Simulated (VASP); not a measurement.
# YSb3As4 (Pm-3m) in VASP: density of states with PBE

Aim: the density of states of YSb3As4 with PBE.

All numbers are computed with VASP 6.6.1; they aren't measurements. Logs are shortened: lines on timing, memory, paths and dates and some standing lists are left out, and cuts for length are marked.

## 1. The cell of the first run

Symmetry: Pm-3m, No. 221, cubic system. The conventional cell has a = 5.953 Å, b = 5.953 Å, c = 5.953 Å, α = 90.00°, β = 90.00°, γ = 90.00°. Within 3.9 Å of Y (site symmetry m-3m) lie 6 Sb at 2.98 Å. Within 3.9 Å of Sb (site symmetry 4/mmm) lie 2 Y at 2.98 Å and 4 As at 2.98 Å. Within 3.9 Å of As (site symmetry 4/mmm) lie 4 Sb at 2.98 Å and 2 As at 2.98 Å. As (site symmetry m-3m) has 6 As at 2.98 Å within 3.9 Å.

## 2. Density of states, PBE

Input file POSCAR:

```
YSb3As4
1.0
    5.9532282857      0.0000000000      0.0000000000
    0.0000000000      5.9532282857      0.0000000000
    0.0000000000      0.0000000000      5.9532282857
Y Sb As
1 3 4
Direct
    0.0000000000      0.0000000000      0.0000000000
    0.5000000000      0.0000000000      0.0000000000
    0.0000000000      0.5000000000      0.0000000000
    0.0000000000      0.0000000000      0.5000000000
    0.0000000000      0.5000000000      0.5000000000
    0.5000000000      0.0000000000      0.5000000000
    0.5000000000      0.5000000000      0.0000000000
    0.5000000000      0.5000000000      0.5000000000
```

Input file INCAR.step1:

```
SYSTEM = YSb3As4
  PREC = Accurate
  ENCUT = 520
  EDIFF = 1E-6
  ISMEAR = 0
  SIGMA = 0.1
  LREAL = .FALSE.
  LASPH = .TRUE.
  NELM = 100
  ALGO = Normal
  ISIF = 2
  LWAVE = .FALSE.
  LCHARG = .TRUE.
  LMAXMIX = 4
  GGA = PE
  NBANDS = 33
```

Input file KPOINTS.step1:

```
regular mesh
0
G
  6 6 6
  0 0 0
```

Input file INCAR.step2:

```
SYSTEM = YSb3As4
  PREC = Accurate
  ENCUT = 520
  EDIFF = 1E-6
  ISMEAR = -5
  SIGMA = 0.1
  LREAL = .FALSE.
  LASPH = .TRUE.
  NELM = 100
  ALGO = Normal
  ISIF = 2
  LWAVE = .FALSE.
  LCHARG = .FALSE.
  LMAXMIX = 4
  GGA = PE
  LORBIT = 10
  NBANDS = 33
  NEDOS = 2001
  ICHARG = 11
```

Input file KPOINTS.step2:

```
regular mesh
0
G
  9 9 9
  0 0 0
```

Potentials or basis: VASP PAW PBE potentials, release 64 (Y_sv, Sb, As).

The run is started by

```
$ cat potpaw_PBE.64/Y_sv/POTCAR potpaw_PBE.64/Sb/POTCAR potpaw_PBE.64/As/POTCAR > POTCAR
$ cp INCAR.step1 INCAR
$ cp KPOINTS.step1 KPOINTS
$ mpirun -np 1 vasp_std > vasp.out
$ cp INCAR.step2 INCAR
$ cp KPOINTS.step2 KPOINTS
$ mpirun -np 1 vasp_std > vasp.out
```

OUTCAR:

```text
SYSTEM = YSb3As4
   PREC = Accurate
   ENCUT = 520
   EDIFF = 1E-6
   ISMEAR = -5
   LREAL = .FALSE.
   LASPH = .TRUE.
   NELM = 100
   ISIF = 2
   GGA = PE
   LORBIT = 10
   ICHARG = 11

 ion  position               nearest neighbor table
   1  0.000  0.000  0.000-   2 2.98   3 2.98   4 2.98   4 2.98   3 2.98   2 2.98
   2  0.500  0.000  0.000-   1 2.98   6 2.98   7 2.98   6 2.98   7 2.98   1 2.98
   3  0.000  0.500  0.000-   1 2.98   5 2.98   7 2.98   5 2.98   1 2.98   7 2.98
   4  0.000  0.000  0.500-   1 2.98   5 2.98   6 2.98   1 2.98   5 2.98   6 2.98
   5  0.000  0.500  0.500-   3 2.98   4 2.98   3 2.98   4 2.98
   6  0.500  0.000  0.500-   2 2.98   4 2.98   2 2.98   4 2.98
   7  0.500  0.500  0.000-   2 2.98   3 2.98   2 2.98   3 2.98
   8  0.500  0.500  0.500-

  LATTYP: Found a simple cubic cell.
 ALAT       =     5.9532282857

  Lattice vectors:

 A1 = (   5.9532282857,   0.0000000000,   0.0000000000)
 A2 = (   0.0000000000,   5.9532282857,   0.0000000000)
 A3 = (   0.0000000000,   0.0000000000,   5.9532282857)

Analysis of symmetry for initial positions (statically):
=====================================================================
 Subroutine PRICEL returns:
 Original cell was already a primitive cell.

 Routine SETGRP: Setting up the symmetry group for a
 simple cubic supercell.

 Subroutine GETGRP returns: Found 48 space group operations
 (whereof 48 operations were pure point group operations)
 out of a pool of 48 trial point group operations.

The static configuration has the point symmetry O_h .

Analysis of symmetry for dynamics (positions and initial velocities):
=====================================================================
 Subroutine PRICEL returns:
 Original cell was already a primitive cell.

 Routine SETGRP: Setting up the symmetry group for a
 simple cubic supercell.

 Subroutine GETGRP returns: Found 48 space group operations
 (whereof 48 operations were pure point group operations)
 out of a pool of 48 trial point group operations.

The dynamic configuration has the point symmetry O_h .

 Subroutine INISYM returns: Found 48 space group operations
 (whereof 48 operations are pure point group operations),
 and found     1 'primitive' translations

----------------------------------------------------------------------------------------

                                     Primitive cell

  volume of cell :     210.9879

  direct lattice vectors                    reciprocal lattice vectors
     5.953228286  0.000000000  0.000000000     0.167976088  0.000000000  0.000000000
     0.000000000  5.953228286  0.000000000     0.000000000  0.167976088  0.000000000
     0.000000000  0.000000000  5.953228286     0.000000000  0.000000000  0.167976088

  length of vectors
     5.953228286  5.953228286  5.953228286     0.167976088  0.167976088  0.167976088

  position of ions in fractional coordinates (direct lattice)
     0.000000000  0.000000000  0.000000000
     0.500000000  0.000000000  0.000000000
     0.000000000  0.500000000  0.000000000
     0.000000000  0.000000000  0.500000000
     0.000000000  0.500000000  0.500000000
     0.500000000  0.000000000  0.500000000
     0.500000000  0.500000000  0.000000000
     0.500000000  0.500000000  0.500000000

  ion indices of the primitive-cell ions
   primitive index   ion index
                 1           1
                 2           2
                 3           3
                 4           4
                 5           5
                 6           6
                 7           7
                 8           8

----------------------------------------------------------------------------------------

 KPOINTS: regular mesh

Automatic generation of k-mesh.
 Grid dimensions read from file:
 generate k-points for:    9    9    9

 Generating k-lattice:

  Cartesian coordinates                     Fractional coordinates (reciprocal lattice)
     0.018664010  0.000000000  0.000000000     0.111111111  0.000000000  0.000000000
     0.000000000  0.018664010  0.000000000     0.000000000  0.111111111  0.000000000
     0.000000000  0.000000000  0.018664010     0.000000000  0.000000000  0.111111111

  Length of vectors
     0.018664010  0.018664010  0.018664010

  Shift w.r.t. Gamma in fractional coordinates (k-lattice)
     0.000000000  0.000000000  0.000000000

 TETIRR: Found    353 inequivalent tetrahedra from     4374

 Subroutine IBZKPT returns following result:
 ===========================================

 Found     35 irreducible k-points:

 Following reciprocal coordinates:
            Coordinates               Weight
  0.000000  0.000000  0.000000      1.000000
  0.111111  0.000000  0.000000      6.000000
  0.222222  0.000000  0.000000      6.000000
  0.333333  0.000000  0.000000      6.000000
  0.444444  0.000000  0.000000      6.000000
  0.111111  0.111111  0.000000     12.000000
[... 16 lines left out ...]
  0.333333  0.333333  0.111111     24.000000
  0.444444  0.333333  0.111111     48.000000
 [... further k-points ...]
   k-points           NKPTS =     35   k-points in BZ     NKDIM =     35   number of bands    NBANDS=     33
   number of dos      NEDOS =   2001   number of ions     NIONS =      8
   total plane-waves  NPLWV = 110592
   dimension x,y,z NGX =    48 NGY =   48 NGZ =   48
   dimension x,y,z NGXF=    96 NGYF=   96 NGZF=   96
   ions per type =               1   3   4
   NGX,Y,Z   is equivalent  to a cutoff of  13.40, 13.40, 13.40 a.u.
   NGXF,Y,Z  is equivalent  to a cutoff of  26.81, 26.81, 26.81 a.u.
 SYSTEM =  YSb3As4
   PREC   = accura    normal or accurate (medium, high low for compatibility)
   ISTART =      0    job   : 0-new  1-cont  2-samecut
   ICHARG =     11    charge: 1-file 2-atom 10-const
   ISPIN  =      1    spin polarized calculation?
   LNONCOLLINEAR =      F non collinear calculations
   LSORBIT =      F    spin-orbit coupling
   LASPH  =      T    aspherical Exc in radial PAW
   ENCUT  =  520.0 eV  38.22 Ry    6.18 a.u.  11.07 11.07 11.07*2*pi/ulx,y,z
   NELM   =    100;   NELMIN=  2; NELMDL=  0     # of ELM steps
   EDIFF  = 0.1E-05   stopping-criterion for ELM
   LREAL  =      F    real-space projection
   EDIFFG = 0.1E-04   stopping-criterion for IOM
   NSW    =      0    number of steps for IOM
   IBRION =     -1    ionic relax: 0-MD 1-quasi-New 2-CG
   NFREE  =      0    steps in history (QN), initial steepest desc. (CG)
   ISIF   =      2    stress and relaxation
   ISYM   =      2    0-nonsym 1-usesym 2-fastsym
   POTIM  = 0.5000    time-step for ionic-motion
   TEBEG  =    0.0;   TEEND  =   0.0 temperature during run
   PSTRESS=    0.0 pullay stress
   NELECT =      46.0000    total number of electrons
   NUPDOWN=      -1.0000    fix difference up-down
   EMIN   =  10.00;   EMAX   =-10.00  energy-range for DOS
   EFERMI =   0.00;   METHOD = LEGACY
   ISMEAR =    -5;   SIGMA  =   0.10  broadening in eV -4-tet -1-fermi 0-gaus
   EFERMI_NEDOS =   21; number of points for ismear=-14 and -15
   IALGO  =     38    algorithm
   IMIX   =      4    mixing-type and parameters
     AMIX     =   0.40;   BMIX     =  1.00
     AMIX_MAG =   1.60;   BMIX_MAG =  1.00
  volume/ion in A,a.u.               =      26.37       177.98
  Fermi-wavevector in a.u.,A,eV,Ry     =   0.985315  1.861975 13.209145  0.970845
  Thomas-Fermi vector in A             =   2.116612
   LORBIT       =     10    0 simple, 1 ext, 2 COOP (PROOUT), +10 PAW based schemes
   GGA     = PE    functional components
   LHFCALC =     F    Hartree Fock is set to
   AEXX    =    0.0000 exact exchange contribution
   IVDW    =     0    specifies the selected vdW correction
   LEPSILON=     F    determine dielectric tensor
   LRPA    =     F    only Hartree local field effects (RPA)
 non-spin polarized calculation
 Fermi weights with tetrahedron method with Bloechl corrections
  energy-cutoff  :      520.00
  volume of cell :      210.99
 maximum number of plane-waves:      5716
 NGX is ok and might be reduce to    48

 number of electron      45.9999996 magnetization

 Free energy of the ion-electron system (eV)
  ---------------------------------------------------
  ext. energy  EPLUGINS =         0.00000000
  ---------------------------------------------------
  free energy    TOTEN  =       -37.55869176 eV

  energy without entropy =      -37.55869176  energy(sigma->0) =      -37.55869176

 E-fermi :   5.0753     XC(G=0):  -9.6931

 val. band max:        5.1027178661   @ k =   0.1111   0.0000   0.0000
 cond. band min:       5.0464253783   @ k =   0.4444   0.3333   0.3333
 fundamental gap:     -0.0562924878
 Fermi energy:         5.0753169200

 k-point     1 :       0.0000    0.0000    0.0000
  band No.  band energies     occupation
      1     -37.2211      2.00000
      2     -17.2936      2.00000
      3     -17.2936      2.00000
      4     -17.2936      2.00000
      5      -7.4686      2.00000
      6      -5.4831      2.00000
[... 25 lines left out ...]
     32       9.7157      0.00000
     33       9.7244      0.00000

 k-point     2 :       0.1111    0.0000    0.0000
  band No.  band energies     occupation
      1     -37.2211      2.00000
      2     -17.2937      2.00000
      3     -17.2935      2.00000
      4     -17.2935      2.00000
      5      -7.4276      2.00000
      6      -5.5390      2.00000
[... 25 lines left out ...]
     32       9.6340      0.00000
     33       9.8675      0.00000
[... 754 lines left out ...]
     32       8.6402      0.00000
     33       9.0493      0.00000

 k-point    24 :       0.4444    0.3333    0.1111
  band No.  band energies     occupation
      1     -37.2215      2.00000
      2     -17.2944      2.00000
      3     -17.2940      2.00000
      4     -17.2928      2.00000
      5      -6.5461      2.00000
      6      -5.9574      2.00000
[... 25 lines left out ...]
     32       8.7875      0.00000
     33       9.1364      0.00000

 [... further k-points ...]
[... 5 lines left out ...]
  --------------------------------------------------------------------------------------
  -------------------------------------------------------------------------------------
  Total       -0.3572356     -0.3572356     -0.3572356      0.0000000      0.0000000      0.0000000
  in kB       -2.7127372     -2.7127372     -2.7127372      0.0000000      0.0000000      0.0000000
  external PRESSURE =      -2.7127372 kB  Pullay stress =       0.0000000 kB

 VOLUME and BASIS-vectors are now :
 -----------------------------------------------------------------------------
  energy-cutoff  :      520.00
  volume of cell :      210.99
      direct lattice vectors                 reciprocal lattice vectors
     5.953228286  0.000000000  0.000000000     0.167976088  0.000000000  0.000000000
     0.000000000  5.953228286  0.000000000     0.000000000  0.167976088  0.000000000
     0.000000000  0.000000000  5.953228286     0.000000000  0.000000000  0.167976088

 POSITION                                       TOTAL-FORCE (eV/Angst)
 -----------------------------------------------------------------------------------
      0.00000      0.00000      0.00000         0.000000      0.000000      0.000000
      2.97661      0.00000      0.00000         0.000000      0.000000      0.000000
      0.00000      2.97661      0.00000         0.000000      0.000000      0.000000
      0.00000      0.00000      2.97661         0.000000      0.000000      0.000000
      0.00000      2.97661      2.97661         0.000000      0.000000      0.000000
      2.97661      0.00000      2.97661         0.000000      0.000000      0.000000
      2.97661      2.97661      0.00000         0.000000      0.000000      0.000000
      2.97661      2.97661      2.97661         0.000000      0.000000      0.000000
 -----------------------------------------------------------------------------------
    total drift:                                0.000000      0.000000      0.000000

  FREE ENERGIE OF THE ION-ELECTRON SYSTEM (eV)
  ---------------------------------------------------
  free  energy   TOTEN  =       -37.5586917553 eV

  energy  without entropy=      -37.5586917553  energy(sigma->0) =      -37.55869176

 total charge

# of ion       s       p       d       f       tot
--------------------------------------------------
    1        2.224   6.422   0.998   0.040   9.683
    2        1.188   1.235   0.029   0.000   2.452
    3        1.188   1.235   0.029   0.000   2.452
    4        1.188   1.235   0.029   0.000   2.452
    5        1.316   1.253   0.031   0.000   2.600
    6        1.316   1.253   0.031   0.000   2.600
    7        1.316   1.253   0.031   0.000   2.600
    8        1.321   1.215   0.025   0.000   2.561
--------------------------------------------------
tot         11.055  15.102   1.202   0.040  27.399
```

It took 2.4 min on 1 thread of Intel Xeon 6975P-C (Granite Rapids), shared host; peak memory 0.46 GiB.

Results:

| Property | Result |
| --- | --- |
| Valence electrons inside the program's atomic spheres | Y 9.68; Sb 2.45; As 2.60, 2.56 |

Caveat: spin-orbit coupling is left out, which moves the levels of the heavy elements; tetrahedron occupations give inexact forces and stress in metals.
